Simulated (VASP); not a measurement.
# Li (a cell with a defect) in VASP: further runs

The runs below take Li (a cell with a defect) through single point, with PBE+D3(BJ).

All numbers are computed with VASP 6.6.1; they aren't measurements. Logs are shortened: lines on timing, memory, paths and dates and some standing lists are left out, and cuts for length are marked.

**1. The cell of the first run**

The cell holds a defect, 17 atoms: a = 6.980 Å, b = 6.980 Å, c = 6.980 Å, α = 90.00°, β = 90.00°, γ = 90.00°.

**2. Single point, PBE+D3(BJ)**

INCAR reads:

```
  ALGO = Normal
  EDIFF = 1E-6
  ENCUT = 520
  GGA = PE
  ISIF = 2
  ISMEAR = 0
  IVDW = 12
  LASPH = T
  LCHARG = F
  LREAL = Auto
  LWAVE = F
  NBANDS = 40
  NELM = 80
  PREC = Accurate
  SIGMA = 0.15
```

KPOINTS reads:

```
k-points
0
Gamma
  3 3 3
```

POSCAR reads:

```
Li
1.0
    6.9800000000      0.0000000000      0.0000000000
    0.0000000000      6.9800000000      0.0000000000
    0.0000000000      0.0000000000      6.9800000000
Li
17
Direct
    0.0085057307      0.0226977077     -0.0087442693
    0.5071997135      0.0199472779      0.0007739255
    0.0524614613      0.4532863897     -0.0232416905
    0.0141343840      0.0006386819      0.5127813754
    0.2104628940      0.2953588825      0.2727538682
    0.4937532951      0.4856295129      0.0176855301
    0.4439914040      0.0457438395      0.3943219198
    0.7705882521      0.2674902579      0.2579534384
   -0.0028932665      0.5350383954      0.5256732092
    0.2303170487      0.7463803725      0.2275484241
    0.2849981375      0.2422414040      0.7229902579
    0.5026169054      0.5213386819      0.4948904011
    0.7661799427      0.7567593123      0.2519308023
    0.7478358166      0.2676613181      0.7328020057
    0.2670148997      0.7600361032      0.7566766476
    0.8041714900      0.6859830946      0.8621739255
    0.6463661891     -0.1095495702      0.6313219198
```

Potentials or basis: VASP PAW PBE potentials, release 64 (Li_sv).

The run is started by

```bash
$ cat potpaw_PBE.64/Li_sv/POTCAR > POTCAR
$ mpirun -np 1 vasp_std > vasp.out
```

OUTCAR:

```text
EDIFF = 1E-6
   ENCUT = 520
   GGA = PE
   ISIF = 2
   ISMEAR = 0
   IVDW = 12
   LASPH = T
   LREAL = Auto
   NELM = 80
   PREC = Accurate
 IVDW          = 12

 ion  position               nearest neighbor table
   1  0.009  0.023  0.991-
   2  0.507  0.020  0.001-
   3  0.052  0.453  0.977-  16 2.51   5 2.59
   4  0.014  0.001  0.513-
   5  0.210  0.295  0.273-   7 2.53   3 2.59
   6  0.494  0.486  0.018-
   7  0.444  0.046  0.394-  17 2.43   5 2.53
   8  0.771  0.267  0.258-
   9  0.997  0.535  0.526-
  10  0.230  0.746  0.228-
  11  0.285  0.242  0.723-
  12  0.503  0.521  0.495-
  13  0.766  0.757  0.252-
  14  0.748  0.268  0.733-
  15  0.267  0.760  0.757-
  16  0.804  0.686  0.862-  17 2.42   3 2.51
  17  0.646  0.890  0.631-  16 2.42   7 2.43

  LATTYP: Found a simple cubic cell.
 ALAT       =     6.9800000000

  Lattice vectors:

 A1 = (   6.9800000000,   0.0000000000,   0.0000000000)
 A2 = (   0.0000000000,   6.9800000000,   0.0000000000)
 A3 = (   0.0000000000,   0.0000000000,   6.9800000000)

Analysis of symmetry for initial positions (statically):
=====================================================================
 Subroutine PRICEL returns:
 Original cell was already a primitive cell.

 Routine SETGRP: Setting up the symmetry group for a
 simple cubic supercell.

 Subroutine GETGRP returns: Found  1 space group operations
 (whereof  1 operations were pure point group operations)
 out of a pool of 48 trial point group operations.

The static configuration has the point symmetry C_1 .

Analysis of symmetry for dynamics (positions and initial velocities):
=====================================================================
 Subroutine PRICEL returns:
 Original cell was already a primitive cell.

 Routine SETGRP: Setting up the symmetry group for a
 simple cubic supercell.

 Subroutine GETGRP returns: Found  1 space group operations
 (whereof  1 operations were pure point group operations)
 out of a pool of 48 trial point group operations.

The dynamic configuration has the point symmetry C_1 .

 Subroutine INISYM returns: Found  1 space group operations
 (whereof  1 operations are pure point group operations),
 and found     1 'primitive' translations

----------------------------------------------------------------------------------------

                                     Primitive cell

  volume of cell :     340.0684

  direct lattice vectors                    reciprocal lattice vectors
     6.980000000  0.000000000  0.000000000     0.143266476  0.000000000  0.000000000
     0.000000000  6.980000000  0.000000000     0.000000000  0.143266476  0.000000000
     0.000000000  0.000000000  6.980000000     0.000000000  0.000000000  0.143266476

  length of vectors
     6.980000000  6.980000000  6.980000000     0.143266476  0.143266476  0.143266476

  position of ions in fractional coordinates (direct lattice)
     0.008505731  0.022697708  0.991255731
     0.507199714  0.019947278  0.000773925
     0.052461461  0.453286390  0.976758309
     0.014134384  0.000638682  0.512781375
     0.210462894  0.295358882  0.272753868
     0.493753295  0.485629513  0.017685530
[... 9 lines left out ...]
     0.804171490  0.685983095  0.862173926
     0.646366189  0.890450430  0.631321920

  ion indices of the primitive-cell ions
   primitive index   ion index
                 1           1
                 2           2
                 3           3
                 4           4
                 5           5
                 6           6
[... 9 lines left out ...]
                16          16
                17          17

----------------------------------------------------------------------------------------

 KPOINTS: k-points

Automatic generation of k-mesh.
 Grid dimensions read from file:
 generate k-points for:    3    3    3

 Generating k-lattice:

  Cartesian coordinates                     Fractional coordinates (reciprocal lattice)
     0.047755492  0.000000000  0.000000000     0.333333333  0.000000000  0.000000000
     0.000000000  0.047755492  0.000000000     0.000000000  0.333333333  0.000000000
     0.000000000  0.000000000  0.047755492     0.000000000  0.000000000  0.333333333

  Length of vectors
     0.047755492  0.047755492  0.047755492

  Shift w.r.t. Gamma in fractional coordinates (k-lattice)
     0.000000000  0.000000000  0.000000000

 Subroutine IBZKPT returns following result:
 ===========================================

 Found     14 irreducible k-points:

 Following reciprocal coordinates:
            Coordinates               Weight
  0.000000  0.000000  0.000000      1.000000
  0.333333  0.000000  0.000000      2.000000
  0.000000  0.333333  0.000000      2.000000
  0.000000  0.000000  0.333333      2.000000
  0.333333  0.333333  0.000000      2.000000
  0.000000  0.333333  0.333333      2.000000
  0.333333  0.000000  0.333333      2.000000
 -0.333333  0.333333  0.000000      2.000000
 -0.333333  0.000000  0.333333      2.000000
  0.000000 -0.333333  0.333333      2.000000
  0.333333  0.333333  0.333333      2.000000
 -0.333333  0.333333  0.333333      2.000000
 -0.333333 -0.333333  0.333333      2.000000
  0.333333 -0.333333  0.333333      2.000000
   k-points           NKPTS =     14   k-points in BZ     NKDIM =     14   number of bands    NBANDS=     40
   number of dos      NEDOS =    301   number of ions     NIONS =     17
   total plane-waves  NPLWV = 157464
   dimension x,y,z NGX =    54 NGY =   54 NGZ =   54
   dimension x,y,z NGXF=   108 NGYF=  108 NGZF=  108
   ions per type =              17
   NGX,Y,Z   is equivalent  to a cutoff of  12.86, 12.86, 12.86 a.u.
   NGXF,Y,Z  is equivalent  to a cutoff of  25.72, 25.72, 25.72 a.u.
 SYSTEM =  unknown system
   PREC   = accura    normal or accurate (medium, high low for compatibility)
   ISTART =      0    job   : 0-new  1-cont  2-samecut
   ICHARG =      2    charge: 1-file 2-atom 10-const
   ISPIN  =      1    spin polarized calculation?
   LNONCOLLINEAR =      F non collinear calculations
   LSORBIT =      F    spin-orbit coupling
   LASPH  =      T    aspherical Exc in radial PAW
   ENCUT  =  520.0 eV  38.22 Ry    6.18 a.u.  12.98 12.98 12.98*2*pi/ulx,y,z
   NELM   =     80;   NELMIN=  2; NELMDL= -5     # of ELM steps
   EDIFF  = 0.1E-05   stopping-criterion for ELM
   LREAL  =      T    real-space projection
   EDIFFG = 0.1E-04   stopping-criterion for IOM
   NSW    =      0    number of steps for IOM
   IBRION =     -1    ionic relax: 0-MD 1-quasi-New 2-CG
   NFREE  =      0    steps in history (QN), initial steepest desc. (CG)
   ISIF   =      2    stress and relaxation
   ISYM   =      2    0-nonsym 1-usesym 2-fastsym
   POTIM  = 0.5000    time-step for ionic-motion
   TEBEG  =    0.0;   TEEND  =   0.0 temperature during run
   PSTRESS=    0.0 pullay stress
   NELECT =      51.0000    total number of electrons
   NUPDOWN=      -1.0000    fix difference up-down
   EMIN   =  10.00;   EMAX   =-10.00  energy-range for DOS
   EFERMI =   0.00;   METHOD = LEGACY
   ISMEAR =     0;   SIGMA  =   0.15  broadening in eV -4-tet -1-fermi 0-gaus
   EFERMI_NEDOS =   21; number of points for ismear=-14 and -15
   IALGO  =     38    algorithm
   IMIX   =      4    mixing-type and parameters
     AMIX     =   0.40;   BMIX     =  1.00
     AMIX_MAG =   1.60;   BMIX_MAG =  1.00
  volume/ion in A,a.u.               =      20.00       134.99
  Fermi-wavevector in a.u.,A,eV,Ry     =   0.869780  1.643646 10.293044  0.756517
  Thomas-Fermi vector in A             =   1.988651
   LORBIT       =      0    0 simple, 1 ext, 2 COOP (PROOUT), +10 PAW based schemes
   GGA     = PE    functional components
   LHFCALC =     F    Hartree Fock is set to
   AEXX    =    0.0000 exact exchange contribution
   IVDW    =    12    specifies the selected vdW correction
   LEPSILON=     F    determine dielectric tensor
   LRPA    =     F    only Hartree local field effects (RPA)
 non-spin polarized calculation
 Gauss-broadening in eV      SIGMA  =   0.15
  energy-cutoff  :      520.00
  volume of cell :      340.07
 maximum number of plane-waves:      9180
 NGX is ok and might be reduce to    54
   NGX = 25   NGY = 25   NGZ = 25

 number of electron      50.9999990 magnetization

 Free energy of the ion-electron system (eV)
  ---------------------------------------------------
  ext. energy  EPLUGINS =         0.00000000
  ---------------------------------------------------
  free energy    TOTEN  =       -31.79311372 eV

  energy without entropy =      -31.71656681  energy(sigma->0) =      -31.75484026

 E-fermi :   0.5955     XC(G=0):  -7.0716

 val. band max:        0.5926233365   @ k =   0.3333   0.3333   0.0000
 cond. band min:       0.6358258973   @ k =   0.0000   0.0000   0.0000
 fundamental gap:      0.0432025607
 Fermi energy:         0.5954583679

 k-point     1 :       0.0000    0.0000    0.0000
  band No.  band energies     occupation
      1     -46.0038      2.00000
      2     -45.9711      2.00000
      3     -45.9505      2.00000
      4     -45.9246      2.00000
      5     -45.9145      2.00000
      6     -45.9097      2.00000
[... 29 lines left out ...]
     36       3.6656      0.00000
     37       3.7410      0.00000

 k-point     2 :       0.3333    0.0000    0.0000
  band No.  band energies     occupation
      1     -46.0037      2.00000
      2     -45.9713      2.00000
      3     -45.9503      2.00000
      4     -45.9247      2.00000
      5     -45.9147      2.00000
      6     -45.9096      2.00000
[... 29 lines left out ...]
     36       3.7422      0.00000
     37       3.7685      0.00000

 k-point     3 :       0.0000    0.3333    0.0000
  band No.  band energies     occupation
      1     -46.0037      2.00000
      2     -45.9713      2.00000
      3     -45.9503      2.00000
      4     -45.9247      2.00000
      5     -45.9145      2.00000
      6     -45.9099      2.00000
[... 29 lines left out ...]
     36       3.7285      0.00000
     37       3.7819      0.00000

 k-point     4 :       0.0000    0.0000    0.3333
  band No.  band energies     occupation
      1     -46.0035      2.00000
      2     -45.9715      2.00000
      3     -45.9505      2.00000
      4     -45.9246      2.00000
      5     -45.9145      2.00000
      6     -45.9097      2.00000
[... 29 lines left out ...]
     36       3.7533      0.00000
     37       3.8897      0.00000
[... 282 lines left out ...]
  band No.  band energies     occupation
      1     -46.0034      2.00000
      2     -45.9714      2.00000
      3     -45.9506      2.00000
      4     -45.9247      2.00000
      5     -45.9145      2.00000
      6     -45.9099      2.00000
[... 29 lines left out ...]
     36       3.7114      0.00000
     37       3.8211      0.00000

 k-point    13 :      -0.3333   -0.3333    0.3333
  band No.  band energies     occupation
      1     -46.0034      2.00000
      2     -45.9714      2.00000
      3     -45.9506      2.00000
      4     -45.9247      2.00000
      5     -45.9144      2.00000
      6     -45.9101      2.00000
[... 29 lines left out ...]
     36       3.5083      0.00000
     37       3.9911      0.00000

 k-point    14 :       0.3333   -0.3333    0.3333
  band No.  band energies     occupation
      1     -46.0034      2.00000
      2     -45.9714      2.00000
      3     -45.9506      2.00000
      4     -45.9247      2.00000
      5     -45.9145      2.00000
      6     -45.9099      2.00000
[... 29 lines left out ...]
     36       3.8245      0.00000
     37       3.9658      0.00000
 [bands above 37 left out]

------------------------ aborting loop because EDIFF is reached ----------------------------------------

 Edisp (eV)   -2.91909

 E8    (eV) :    -1.2179

  FORCE on cell =-STRESS in cart. coord.  units (eV):
  Direction    XX          YY          ZZ          XY          YZ          ZX
  --------------------------------------------------------------------------------------
  -------------------------------------------------------------------------------------
  Total      -2.74575    -2.72768    -1.97660    -0.40372    -0.55614     0.55064
  in kB     -12.93616   -12.85103    -9.31243    -1.90206    -2.62018     2.59425
  external pressure =      -11.70 kB  Pullay stress =        0.00 kB

 VOLUME and BASIS-vectors are now :
 -----------------------------------------------------------------------------
  energy-cutoff  :      520.00
  volume of cell :      340.07
      direct lattice vectors                 reciprocal lattice vectors
     6.980000000  0.000000000  0.000000000     0.143266476  0.000000000  0.000000000
     0.000000000  6.980000000  0.000000000     0.000000000  0.143266476  0.000000000
     0.000000000  0.000000000  6.980000000     0.000000000  0.000000000  0.143266476

 POSITION                                       TOTAL-FORCE (eV/Angst)
 -----------------------------------------------------------------------------------
      0.05937      0.15843      6.91897        -0.001530     -0.004519      0.000085
      3.54025      0.13923      0.00540        -0.001884      0.001023      0.005970
      0.36618      3.16394      6.81777        -0.000838     -0.001414      0.002662
      0.09866      0.00446      3.57921         0.006822      0.003450     -0.003140
      1.46903      2.06160      1.90382        -0.000501     -0.001180      0.003521
      3.44640      3.38969      0.12345        -0.002657      0.000445     -0.000466
[... 9 lines left out ...]
      5.61312      4.78816      6.01797         0.004331      0.001255      0.003876
      4.51164      6.21534      4.40663        -0.003544     -0.009597     -0.001299
 -----------------------------------------------------------------------------------
    total drift:                               -0.000611     -0.007704      0.005563

  FREE ENERGIE OF THE ION-ELECTRON SYSTEM (eV)
  ---------------------------------------------------
  free  energy   TOTEN  =       -34.7122070533 eV

  energy  without entropy=      -34.6356601466  energy(sigma->0) =      -34.67393360
```

Wall time 8.4 min (1 thread of Intel Xeon 6975P-C, shared host); peak memory 0.41 GiB.

What came out:

| Quantity | Value |
| --- | --- |
| Free energy | -34.7122 eV |
| Largest force | 0.010 eV/Å |
| Dispersion energy per atom | -0.172 eV |

Forces on the atoms (eV/Å):
```
Li  -0.002 -0.005  0.000
Li  -0.002  0.001  0.006
Li  -0.001 -0.001  0.003
Li   0.007  0.003 -0.003
Li  -0.001 -0.001  0.004
Li  -0.003  0.000  0.000
Li  -0.003  0.003 -0.003
Li  -0.002  0.002  0.002
Li  -0.002  0.001 -0.001
Li   0.000 -0.006 -0.002
Li   0.002  0.001  0.001
Li   0.003  0.006  0.003
Li   0.000  0.000 -0.006
Li  -0.001  0.003  0.002
Li   0.004  0.000 -0.007
Li   0.004  0.001  0.004
Li  -0.004 -0.010 -0.001
```

Levels at points of the mesh, in eV from the Fermi level:
| k point | band 21 | band 22 | band 23 | band 24 | band 25 | band 26 | band 27 | band 28 | band 29 | band 30 |
| --- | --- | --- | --- | --- | --- | --- | --- | --- | --- | --- |
| (0.00, 0.00, 0.00) | -1.18 | -1.17 | -1.16 | -1.14 | 0.04 | 0.08 | 0.35 | 0.38 | 0.42 | 0.42 |

Caveat: the cutoff is under 1.25 times the usual one of these potentials, so pressure, stress and relaxed cells hold a basis-set (Pulay) error.

**3. Single point, PBE+D3(BJ)**

INCAR reads:

```
SYSTEM = Li
ALGO = Normal
EDIFF = 1E-6
ENCUT = 520
GGA = PE
ISIF = 2
ISMEAR = 0
IVDW = 12
LASPH = .TRUE.
LCHARG = .TRUE.
LELF = .TRUE.
LREAL = Auto
LVHAR = .TRUE.
LWAVE = .FALSE.
NBANDS = 40
NELM = 100
PREC = Accurate
SIGMA = 0.15
```

KPOINTS reads:

```
k-points
0
G
  3 3 3
  0 0 0
```

POSCAR reads:

```
Li
1.0
    6.9800000000      0.0000000000      0.0000000000
    0.0000000000      6.9800000000      0.0000000000
    0.0000000000      0.0000000000      6.9800000000
Li
17
Direct
   -0.0112444126     -0.0015703438      0.0151143266
    0.5098809456      0.0209573066      0.0060568768
   -0.0264687679      0.5373574499     -0.0001204871
    0.1063561605      0.0511405444      0.4460117479
    0.2283948424      0.2939687679      0.2065987106
    0.5243601719      0.4563116046      0.0517972779
    0.4992277937      0.0213107450      0.5106975645
    0.7758915473      0.2400989971      0.2832504298
    0.0048573066      0.5194285100      0.5005482808
    0.2726792264      0.7477080229      0.2345290831
    0.2420124642      0.2702989971      0.7726593123
    0.4819474212      0.4803830946      0.4920865330
    0.7413773639      0.7612177650      0.2697194842
    0.7698826648      0.2673892550      0.7494511461
    0.2489170487      0.7539922636      0.7656855301
    0.6384859599      0.6841488539      0.7984459885
    0.8722322350     -0.1108607450      0.6460137536
```

Potentials or basis: VASP PAW PBE potentials, release 64 (Li_sv).

The run is started by

```bash
$ cat potpaw_PBE.64/Li_sv/POTCAR > POTCAR
$ mpirun -np 1 vasp_std > vasp.out
```

It took 8.2 min on 1 thread of Intel Xeon 6975P-C, shared host; peak memory 0.41 GiB.

It converged, with:

* Free energy: -34.7114 eV
* Largest force: 0.007 eV/Å
* Dispersion energy per atom: -0.172 eV

Forces in eV/Å, atoms in the order of the input:
```
Li  -0.001  0.001 -0.001
Li  -0.003 -0.003 -0.002
Li   0.001  0.000 -0.006
Li   0.005 -0.001 -0.002
Li   0.005  0.001  0.000
Li  -0.004  0.000  0.004
Li  -0.002 -0.005 -0.002
Li   0.003  0.003  0.002
Li  -0.006  0.001  0.002
Li   0.003 -0.005  0.003
Li  -0.001 -0.005 -0.003
Li  -0.001  0.007  0.002
Li   0.007  0.001  0.000
Li  -0.001 -0.001  0.000
Li   0.000  0.002 -0.001
Li  -0.001  0.001  0.005
Li  -0.004  0.003  0.000
```

Levels at points of the mesh, in eV from the Fermi level:
```
           k point  band 21  band 22  band 23  band 24  band 25  band 26  band 27  band 28  band 29  band 30
(0.00, 0.00, 0.00)    -1.18    -1.17    -1.16    -1.14     0.04     0.08     0.35     0.38     0.41     0.43
```

Caveat: the cutoff is under 1.25 times the usual one of these potentials, so pressure, stress and relaxed cells hold a basis-set (Pulay) error.
